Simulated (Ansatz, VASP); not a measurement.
# One calculation of C, two programs

The input INCAR:

```
SYSTEM = C
  PREC = Accurate
  ENCUT = 520
  EDIFF = 1E-7
  ISMEAR = -1
  SIGMA = 0.08
  LREAL = .False.
  LASPH = .True.
  NELM = 80
  ALGO = Normal
  ISIF = 2
  LWAVE = .False.
  LCHARG = .False.
  GGA = PE
  NBANDS = 16
```

KPOINTS

```
Automatic mesh
0
Gamma
  15 15 15
  0 0 0
```

Contents of POSCAR:

```
C
1.0
    1.2299994602      0.7101405194     10.8155000000
   -1.2299994602      0.7101405194     10.8155000000
    0.0000000000     -1.4202810389     10.8155000000
C
4
Direct
    0.0500000000      0.0500000000      0.0500000000
    0.9500000000      0.9500000000      0.9500000000
    0.2830000000      0.2830000000      0.2830000000
    0.7170000000      0.7170000000      0.7170000000
```

Input for Ansatz:

```yaml
crystal:
  lattice:
    - [1.2299994602, 0.7101405194, 10.8155]
    - [-1.2299994602, 0.7101405194, 10.8155]
    - [0.0, -1.4202810389, 10.8155]
  atoms:
    - { symbol: C, position: [0.05, 0.05, 0.05] }
    - { symbol: C, position: [0.95, 0.95, 0.95] }
    - { symbol: C, position: [0.283, 0.283, 0.283] }
    - { symbol: C, position: [0.717, 0.717, 0.717] }
kpoints:
  mp_grid: { grid: [15, 15, 15] }
  band_path:
    path:
      - [0.0, 0.0, 0.0]
      - [0.5, 0.5, 0.5]
      - [0.8304592184, 0.1695407816, 0.5]
      - [0.5, -0.1695407816, 0.1695407816]
      - [0.5, 0.0, 0.0]
      - [0.0, 0.0, 0.0]
      - [0.3347703908, -0.3347703908, 0.0]
      - [0.6652296092, 0.0, 0.3347703908]
      - [0.5, 0.0, 0.5]
    npoints: 5
scf:
  occupations: { method: fermi_dirac, width: 0.08 }
hamiltonian:
  xc: pbe
  pseudopotentials: { kind: all_electron, lapw: { basis_error: 0.001 } }
output:
  forces: true
  stress: true
  eigenvalues: true
```

Change from the starting cell: zz strain of -3 %.

Alike in both runs: task single point; functional PBE; k mesh 15 × 15 × 15; occupations fermi-dirac, width 0.08 eV; no spin polarisation.

|  | VASP | Ansatz |
| --- | --- | --- |
| version | VASP 6.6.1 | Ansatz 0.2.0 |
| potentials or method | VASP PAW PBE potentials, release 64 (C), cutoff 520 eV | all-electron LAPW, scalar-relativistic |

```tsv
	VASP	Ansatz	Ansatz less VASP
pressure (GPa)	2.0	1.7	-0.32
traceless stress, the component that is largest in VASP (GPa)	-0.65	-0.27	+0.375
rms of the force components (eV/Å)	0.106	0.107	+0.0004
```

Atom by atom the forces differ by 0.001 eV/Å (rms over components). Ansatz ran all-electron here, and VASP with PAW potentials.
